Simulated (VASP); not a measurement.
# MgO in VASP: one cell, several levels of theory

Aim: gap, levels, forces and stress of MgO in the database structure, under -6.0 % equal strain in all directions at fixed geometry. Runs: PBE, r2SCAN. The results are then set beside those of Ansatz 0.2.0 for the same cell.

The runs shown are made with VASP 6.6.1. PAW datasets, plane waves. Calculated at 0 K for a non-magnetic cell.

### Step 1. The system as given

The cell comes from an earlier relaxation with r2SCAN in another program, then strained, with the atoms relaxed again.

The symmetry is P6_3/mmc (No. 194, hexagonal); conventional cell a = 3.277 Å, c = 3.936 Å, 9.15 Å³ an atom. Near Mg stand 5 O at 1.89–1.97 Å; near O stand 5 Mg at 1.89–1.97 Å.

Structure file:

```cif
data_structure
_symmetry_space_group_name_H-M 'P 1'
_symmetry_Int_Tables_number 1
_cell_length_a 3.2768
_cell_length_b 3.2768
_cell_length_c 3.9363
_cell_angle_alpha 90.000
_cell_angle_beta 90.000
_cell_angle_gamma 120.000
_cell_volume 36.60
loop_
_atom_site_label
_atom_site_type_symbol
_atom_site_fract_x
_atom_site_fract_y
_atom_site_fract_z
_atom_site_occupancy
Mg1 Mg 0.66667 0.33333 0.75000 1
Mg2 Mg 0.33333 0.66667 0.25000 1
O1 O 0.66667 0.33333 0.25000 1
O2 O 0.33333 0.66667 0.75000 1
```

### Step 2. PBE

The input, INCAR:

```
ENCUT = 520.000000
SIGMA = 0.020000
EDIFF = 1.00e-07
GGA = PE
PREC = Accurate
IBRION = -1
ISIF = 2
ISMEAR = -1
NBANDS = 16
NELM = 120
NSW = 0
LASPH = .TRUE.
LCHARG = .FALSE.
LWAVE = .FALSE.
LREAL = .FALSE.
```

The input, KPOINTS:

```
KPOINTS created by Atomic Simulation Environment
0
Gamma
12 12 6
0 0 0
```

The input, KPOINTS_OPT:

```
special points
6
Reciprocal
0.0000000000 0.0000000000 0.0000000000 1
0.5000000000 0.0000000000 0.0000000000 1
0.3333333333 0.3333333333 0.0000000000 1
0.0000000000 0.0000000000 0.5000000000 1
0.5000000000 0.0000000000 0.5000000000 1
0.3333333333 0.3333333333 0.5000000000 1
```

The input, POSCAR:

```
Mg O
 1.0000000000000000
     3.2767768802576680   -0.0000000000288675    0.0000000000000000
    -1.6383884401038340    2.8377720208510944    0.0000000000000000
     0.0000000000000000    0.0000000000000000    3.9362907704999999
 Mg  O
   2   2
Cartesian
  1.6383884401371669  0.9459240069311199  2.9522180778750009
  0.0000000000166666  1.8918480138911069  0.9840726926250002
  1.6383884401371669  0.9459240069311199  0.9840726926250002
  0.0000000000166666  1.8918480138911069  2.9522180778750009
```

The run uses the recommended PBE PAW datasets (16 valence electrons a neutral cell).

Run with:

```console
$ mpirun -np 1 vasp_std
```

Printed to the terminal (iteration lines stand in OSZICAR):

```text
POSCAR found type information on POSCAR MgO
 POSCAR found :  2 types and       4 ions
 LDA part: xc-table for (Slater+PW92), standard interpolation
 POSCAR, INCAR and KPOINTS ok, starting setup
 FFT: planning ... GRIDC
 FFT: planning ... GRID_SOFT
 FFT: planning ... GRID
 WAVECAR not read
 entering main loop
 Start KPOINTS_OPT (optional k-point list driver)
k-point batch [1-6\6]
```

OSZICAR:

```text
N       E                     dE             d eps       ncg     rms          rms(c)
DAV:   1     0.633825702572E+02    0.63383E+02   -0.78929E+03  2448   0.910E+02
DAV:   2    -0.237258824589E+02   -0.87108E+02   -0.80218E+02  3344   0.211E+02
DAV:   3    -0.270819013638E+02   -0.33560E+01   -0.33450E+01  2848   0.412E+01
DAV:   4    -0.270941540847E+02   -0.12253E-01   -0.12252E-01  2840   0.289E+00
DAV:   5    -0.270942098671E+02   -0.55782E-04   -0.55782E-04  2824   0.185E-01    0.118E+01
DAV:   6    -0.227787937446E+02    0.43154E+01   -0.98158E+00  2520   0.256E+01    0.316E+00
DAV:   7    -0.227340168330E+02    0.44777E-01   -0.17913E-01  2560   0.323E+00    0.211E+00
DAV:   8    -0.227170386652E+02    0.16978E-01   -0.67550E-02  2584   0.286E+00    0.448E-01
DAV:   9    -0.227148122119E+02    0.22265E-02   -0.41059E-03  2984   0.589E-01    0.118E-01
DAV:  10    -0.227153570208E+02   -0.54481E-03   -0.87788E-04  2432   0.200E-01    0.371E-02
DAV:  11    -0.227153644172E+02   -0.73964E-05   -0.16064E-05  2656   0.378E-02    0.130E-02
DAV:  12    -0.227153645674E+02   -0.15017E-06   -0.48113E-06  2472   0.175E-02    0.207E-03
DAV:  13    -0.227153644920E+02    0.75319E-07   -0.37069E-07  2816   0.485E-03
   1 F= -.22715364E+02 E0= -.22715364E+02  d E =-.212828E-10
       N       E                     dE             ncg
DAV:   1     0.202801233566E+04   -0.26230E+04      192
DAV:   2     0.158479546401E+04   -0.44322E+03      280
DAV:   3     0.156830409495E+04   -0.16491E+02      216
DAV:   4     0.156824264620E+04   -0.61449E-01      248
DAV:   5     0.156824233008E+04   -0.31611E-03      216
DAV:   6     0.156824232784E+04   -0.22391E-05      240
DAV:   7     0.156824232783E+04   -0.17695E-07      176
```

The lines after F= are the extra pass for the points of KPOINTS_OPT, at fixed density; their E is not a total energy.

Parts of OUTCAR:

```text
k-points           NKPTS =     76   k-points in BZ     NKDIM =     76   number of bands    NBANDS=     16

   NELECT =      16.0000    total number of electrons

   dimension x,y,z NGX =    24 NGY =   24 NGZ =   30
   dimension x,y,z NGXF=    48 NGYF=   48 NGZF=   60

  energy-cutoff  :      520.00
  volume of cell :       36.60
      direct lattice vectors                 reciprocal lattice vectors
     3.276776880 -0.000000000  0.000000000     0.305177934  0.176194563  0.000000000
    -1.638388440  2.837772021  0.000000000     0.000000000  0.352389125  0.000000000
     0.000000000  0.000000000  3.936290770     0.000000000  0.000000000  0.254046273

 k-points in reciprocal lattice and weights: KPOINTS created by Atomic Simulation Env
   0.00000000  0.00000000  0.00000000       0.001
   0.08333333  0.00000000  0.00000000       0.007
   0.16666667  0.00000000  0.00000000       0.007
   0.25000000  0.00000000  0.00000000       0.007
   0.33333333 -0.00000000  0.00000000       0.007
   0.41666667  0.00000000  0.00000000       0.007
   0.50000000  0.00000000  0.00000000       0.003
   0.08333333  0.08333333  0.00000000       0.007
[... 68 more k-points ...]

 E-fermi :   3.7169

 k-point     1 :       0.0000    0.0000    0.0000
  band No.  band energies     occupation
      1     -14.4977      2.00000
      2     -12.5737      2.00000
      3      -0.9945      2.00000
      4       1.2332      2.00000
      5       1.2332      2.00000
      6       2.2748      2.00000
      7       2.2748      2.00000
      8       3.3627      2.00000
      9       7.7735      0.00000
     10      14.4118      0.00000
     11      17.1264      0.00000
     12      17.2347      0.00000
     13      17.2347      0.00000
     14      20.0122      0.00000
     15      20.0122      0.00000
     16      21.1371      0.00000

 k-point     2 :       0.0833    0.0000    0.0000
  band No.  band energies     occupation
      1     -14.4496      2.00000
      2     -12.5794      2.00000
      3      -0.9314      2.00000
      4       1.1058      2.00000
      5       1.1659      2.00000
      6       2.0852      2.00000
      7       2.3252      2.00000
      8       3.2919      2.00000
      9       8.0970      0.00000
     10      14.6151      0.00000
     11      16.8269      0.00000
     12      16.9094      0.00000
     13      17.3853      0.00000
     14      19.5965      0.00000
     15      19.7067      0.00000
     16      20.8030      0.00000

 k-point     3 :       0.1667    0.0000    0.0000
  band No.  band energies     occupation
      1     -14.3118      2.00000
      2     -12.6010      2.00000
      3      -0.7465      2.00000
      4       0.7093      2.00000
      5       1.0086      2.00000
      6       1.7263      2.00000
      7       2.4358      2.00000
      8       3.0861      2.00000
      9       8.8714      0.00000
     10      15.1180      0.00000
     11      16.0802      0.00000
     12      16.2135      0.00000
     13      17.8165      0.00000
     14      18.8046      0.00000
     15      19.4562      0.00000
     16      20.0416      0.00000

 k-point     4 :       0.2500    0.0000    0.0000
  band No.  band energies     occupation
      1     -14.1031      2.00000
      2     -12.6489      2.00000
      3      -0.4532      2.00000
      4       0.1337      2.00000
      5       0.8315      2.00000
      6       1.4351      2.00000
      7       2.5492      2.00000
      8       2.7654      2.00000
      9       9.7509      0.00000
     10      15.0153      0.00000
     11      15.2771      0.00000
     12      16.2614      0.00000
     13      18.0593      0.00000
     14      18.4578      0.00000
     15      19.2143      0.00000
     16      19.5784      0.00000

 k-point     5 :       0.3333   -0.0000    0.0000
  band No.  band energies     occupation
      1     -13.8561      2.00000
      2     -12.7323      2.00000
      3      -0.4137      2.00000
      4      -0.0808      2.00000
      5       0.6804      2.00000
      6       1.2348      2.00000
      7       2.3666      2.00000
      8       2.6366      2.00000
      9      10.4457      0.00000
     10      14.4500      0.00000
     11      14.5901      0.00000
     12      17.1318      0.00000
     13      17.4912      0.00000
     14      18.5333      0.00000
     15      19.1685      0.00000
     16      19.8566      0.00000

[... the tables of k-points 6 to 76 left out ...]

  Total        9.3457203      9.3457203     10.0591531     -0.0000000      0.0000000      0.0000000
  in kB      409.0833621    409.0833621    440.3119329     -0.0000000      0.0000000      0.0000000
  external PRESSURE =     419.4928857 kB  Pullay stress =       0.0000000 kB

 POSITION                                       TOTAL-FORCE (eV/Angst)
 -----------------------------------------------------------------------------------
      1.63839      0.94592      2.95222        -0.000000      0.000000     -0.000000
      0.00000      1.89185      0.98407        -0.000000     -0.000000     -0.000000
      1.63839      0.94592      0.98407         0.000000     -0.000000      0.000000
      0.00000      1.89185      2.95222         0.000000     -0.000000      0.000000
 -----------------------------------------------------------------------------------
    total drift:                               -0.000000      0.000000     -0.000000

  FREE ENERGIE OF THE ION-ELECTRON SYSTEM (eV)
  ---------------------------------------------------
  free  energy   TOTEN  =       -22.7153644920 eV

  energy  without entropy=      -22.7153644920  energy(sigma->0) =      -22.71536449
```

Hardware: 1 MPI rank of Intel Xeon Platinum 8488C, shared host.

The levels at the points of KPOINTS_OPT are read from vasprun.xml.

Levels at the named points, in eV from the top of band v (v: the last filled band by count, c: the next):

| point | v−1 | v | c | c+1 |
| --- | --- | --- | --- | --- |
| Γ | -1.09 | 0.00 | 4.41 | 11.05 |
| M | -1.61 | -0.66 | 7.53 | 10.36 |
| K | -2.21 | -1.10 | 7.78 | 9.16 |
| A | -1.64 | -1.64 | 7.49 | 7.49 |
| L | -1.10 | -1.10 | 7.98 | 7.98 |
| H | -0.55 | -0.55 | 8.73 | 8.73 |

PBE gives a direct gap of 4.41 eV at Γ. Pressure: 41.95 GPa; the forces vanish within 0.01 eV/Å.

### Step 3. r2SCAN at this geometry

The input, INCAR:

```
ENCUT = 520.000000
SIGMA = 0.010000
EDIFF = 1.00e-07
ALGO = Normal
METAGGA = R2SCAN
PREC = Accurate
IBRION = -1
ISIF = 2
ISMEAR = 0
NBANDS = 16
NELM = 120
NSW = 0
LASPH = .TRUE.
LCHARG = .FALSE.
LWAVE = .FALSE.
LREAL = .FALSE.
```

KPOINTS is that of step 2.

KPOINTS_OPT is that of step 2.

POSCAR is that of step 2.

Run with:

```console
$ mpirun -np 1 vasp_std
```

Standard output, without the iteration lines:

```text
POSCAR found type information on POSCAR MgO
 POSCAR found :  2 types and       4 ions
 -----------------------------------------------------------------------------
|                                                                             |
|                                                                             |
|     You enforced a specific xc type in the INCAR file but a different       |
|     I HOPE YOU KNOW WHAT YOU ARE DOING!                                     |
|                                                                             |
 -----------------------------------------------------------------------------

 LDA part: xc-table for (None), standard interpolation
 POSCAR, INCAR and KPOINTS ok, starting setup
 FFT: planning ... GRIDC
 FFT: planning ... GRID_SOFT
 FFT: planning ... GRID
 WAVECAR not read
 entering main loop
 Start KPOINTS_OPT (optional k-point list driver)
k-point batch [1-6\6]
```

OSZICAR:

```text
N       E                     dE             d eps       ncg     rms          rms(c)
DAV:   1     0.546709576446E+02    0.54671E+02   -0.81815E+03  2448   0.943E+02
DAV:   2    -0.362351984384E+02   -0.90906E+02   -0.83759E+02  3344   0.220E+02
DAV:   3    -0.397619521060E+02   -0.35268E+01   -0.35158E+01  2856   0.429E+01
DAV:   4    -0.397757149032E+02   -0.13763E-01   -0.13763E-01  2864   0.310E+00
DAV:   5    -0.397757819383E+02   -0.67035E-04   -0.67035E-04  2816   0.208E-01    0.112E+01
DAV:   6    -0.311850300471E+02    0.85908E+01   -0.66285E+00  2552   0.202E+01    0.300E+00
DAV:   7    -0.313463294186E+02   -0.16130E+00   -0.73618E-01  2944   0.634E+00    0.227E+00
DAV:   8    -0.313819852066E+02   -0.35656E-01   -0.16409E-01  2432   0.421E+00    0.112E+00
DAV:   9    -0.313634891259E+02    0.18496E-01   -0.69312E-02  2528   0.238E+00    0.232E-01
DAV:  10    -0.313630045556E+02    0.48457E-03   -0.33228E-03  2496   0.520E-01    0.427E-02
DAV:  11    -0.313630357506E+02   -0.31195E-04   -0.13793E-04  2616   0.113E-01    0.345E-03
DAV:  12    -0.313630366629E+02   -0.91231E-06   -0.30581E-06  2880   0.135E-02    0.709E-03
DAV:  13    -0.313630357318E+02    0.93102E-06   -0.21547E-06  2592   0.128E-02    0.574E-04
DAV:  14    -0.313630355411E+02    0.19070E-06   -0.46176E-08  1408   0.182E-03    0.237E-04
DAV:  15    -0.313630355576E+02   -0.16492E-07   -0.46831E-09  1272   0.634E-04
   1 F= -.31363036E+02 E0= -.31363036E+02  d E =-.982831E-17
       N       E                     dE             ncg
DAV:   1     0.197918273186E+04   -0.26718E+04      192
DAV:   2     0.151804898464E+04   -0.46113E+03      280
DAV:   3     0.150121479547E+04   -0.16834E+02      224
DAV:   4     0.150115278384E+04   -0.62012E-01      240
DAV:   5     0.150115244918E+04   -0.33466E-03      224
DAV:   6     0.150115244672E+04   -0.24655E-05      224
DAV:   7     0.150115244670E+04   -0.19176E-07      168
```

OUTCAR, selected sections:

```text
k-points           NKPTS =     76   k-points in BZ     NKDIM =     76   number of bands    NBANDS=     16

   NELECT =      16.0000    total number of electrons

   dimension x,y,z NGX =    24 NGY =   24 NGZ =   30
   dimension x,y,z NGXF=    48 NGYF=   48 NGZF=   60

  energy-cutoff  :      520.00
  volume of cell :       36.60
      direct lattice vectors                 reciprocal lattice vectors
     3.276776880 -0.000000000  0.000000000     0.305177934  0.176194563  0.000000000
    -1.638388440  2.837772021  0.000000000     0.000000000  0.352389125  0.000000000
     0.000000000  0.000000000  3.936290770     0.000000000  0.000000000  0.254046273

 k-points in reciprocal lattice and weights: KPOINTS created by Atomic Simulation Env
   0.00000000  0.00000000  0.00000000       0.001
   0.08333333  0.00000000  0.00000000       0.007
   0.16666667  0.00000000  0.00000000       0.007
   0.25000000  0.00000000  0.00000000       0.007
   0.33333333 -0.00000000  0.00000000       0.007
   0.41666667  0.00000000  0.00000000       0.007
   0.50000000  0.00000000  0.00000000       0.003
   0.08333333  0.08333333  0.00000000       0.007
[... 68 more k-points ...]

 E-fermi :   2.9747

 k-point     1 :       0.0000    0.0000    0.0000
  band No.  band energies     occupation
      1     -15.8869      2.00000
      2     -14.0039      2.00000
      3      -1.4743      2.00000
      4       0.7596      2.00000
      5       0.7596      2.00000
      6       1.8060      2.00000
      7       1.8060      2.00000
      8       2.9225      2.00000
      9       8.0285      0.00000
     10      14.9204      0.00000
     11      17.7030      0.00000
     12      17.7654      0.00000
     13      17.7654      0.00000
     14      20.7026      0.00000
     15      20.7026      0.00000
     16      21.8964      0.00000

 k-point     2 :       0.0833    0.0000    0.0000
  band No.  band energies     occupation
      1     -15.8398      2.00000
      2     -14.0097      2.00000
      3      -1.4107      2.00000
      4       0.6333      2.00000
      5       0.6912      2.00000
      6       1.6280      2.00000
      7       1.8581      2.00000
      8       2.8510      2.00000
      9       8.3471      0.00000
     10      15.1274      0.00000
     11      17.3647      0.00000
     12      17.4652      0.00000
     13      17.9223      0.00000
     14      20.2599      0.00000
     15      20.3822      0.00000
     16      21.5541      0.00000

 k-point     3 :       0.1667    0.0000    0.0000
  band No.  band energies     occupation
      1     -15.7049      2.00000
      2     -14.0315      2.00000
      3      -1.2240      2.00000
      4       0.2431      2.00000
      5       0.5318      2.00000
      6       1.2822      2.00000
      7       1.9727      2.00000
      8       2.6434      2.00000
      9       9.1224      0.00000
     10      15.6373      0.00000
     11      16.6313      0.00000
     12      16.7175      0.00000
     13      18.3730      0.00000
     14      19.4284      0.00000
     15      20.1418      0.00000
     16      20.7776      0.00000

 k-point     4 :       0.2500    0.0000    0.0000
  band No.  band energies     occupation
      1     -15.5009      2.00000
      2     -14.0792      2.00000
      3      -0.9284      2.00000
      4      -0.3238      2.00000
      5       0.3528      2.00000
      6       0.9930      2.00000
      7       2.0905      2.00000
      8       2.3203      2.00000
      9      10.0159      0.00000
     10      15.5454      0.00000
     11      15.7321      0.00000
     12      16.8319      0.00000
     13      18.6525      0.00000
     14      19.0481      0.00000
     15      19.9394      0.00000
     16      20.2954      0.00000

 k-point     5 :       0.3333   -0.0000    0.0000
  band No.  band energies     occupation
      1     -15.2601      2.00000
      2     -14.1612      2.00000
      3      -0.8666      2.00000
      4      -0.5536      2.00000
      5       0.2001      2.00000
      6       0.7912      2.00000
      7       1.9191      2.00000
      8       2.1819      2.00000
      9      10.7281      0.00000
     10      14.8701      0.00000
     11      15.1322      0.00000
     12      17.7349      0.00000
     13      18.0632      0.00000
     14      19.2525      0.00000
     15      19.8059      0.00000
     16      20.6096      0.00000

[... the tables of k-points 6 to 76 left out ...]

  Total        8.1787370      8.1787370      8.6673399      0.0000000     -0.0000000      0.0000000
  in kB      358.0018584    358.0018584    379.3891156      0.0000000     -0.0000000      0.0000000
  external PRESSURE =     365.1309441 kB  Pullay stress =       0.0000000 kB

 POSITION                                       TOTAL-FORCE (eV/Angst)
 -----------------------------------------------------------------------------------
      1.63839      0.94592      2.95222        -0.000000      0.000000     -0.000000
      0.00000      1.89185      0.98407         0.000000     -0.000000     -0.000000
      1.63839      0.94592      0.98407        -0.000000     -0.000000      0.000000
      0.00000      1.89185      2.95222        -0.000000     -0.000000      0.000000
 -----------------------------------------------------------------------------------
    total drift:                               -0.000000      0.000000     -0.000000

  FREE ENERGIE OF THE ION-ELECTRON SYSTEM (eV)
  ---------------------------------------------------
  free  energy   TOTEN  =       -31.3630355576 eV

  energy  without entropy=      -31.3630355576  energy(sigma->0) =      -31.36303556
```

Hardware: 1 MPI rank of Intel Xeon Platinum 8488C, shared host.

The levels at the points of KPOINTS_OPT are read from vasprun.xml.

Band energies at the special points (eV, zero at the top of v, the last band that the electrons fill by count):

| point | v−1 | v | c | c+1 |
| --- | --- | --- | --- | --- |
| Γ | -1.12 | 0.00 | 5.11 | 12.00 |
| M | -1.61 | -0.67 | 8.27 | 11.19 |
| K | -2.23 | -1.12 | 8.52 | 9.98 |
| A | -1.67 | -1.67 | 8.23 | 8.23 |
| L | -1.11 | -1.11 | 8.75 | 8.75 |
| H | -0.56 | -0.56 | 9.51 | 9.51 |

The r2SCAN gap is 5.11 eV, direct at Γ. Pressure: 36.51 GPa; the forces vanish within 0.01 eV/Å.

### Step 4. Results

```
 level  gap (eV)  pressure (GPa)  Ansatz: gap (eV)  Ansatz: pressure (GPa)
   PBE      4.41           41.95              4.43                   42.06
r2SCAN      5.11           36.51              5.12                   36.79
```

The gap runs from 4.41 eV (PBE) to 5.11 eV (r2SCAN). The pressure is highest with PBE (41.9 GPa) and lowest with r2SCAN (36.5 GPa), which orders the cells that they would relax to. The two programs agree on the gap within 0.02 eV, far less than the spread between functionals. Each program uses its own PAW datasets and cutoff. VASP's cell holds 16 valence electrons and Ansatz's 32.

VASP's potentials hold 16 valence electrons a cell and Ansatz's 32, so a difference between the two programs can come from the potentials and not from the codes.
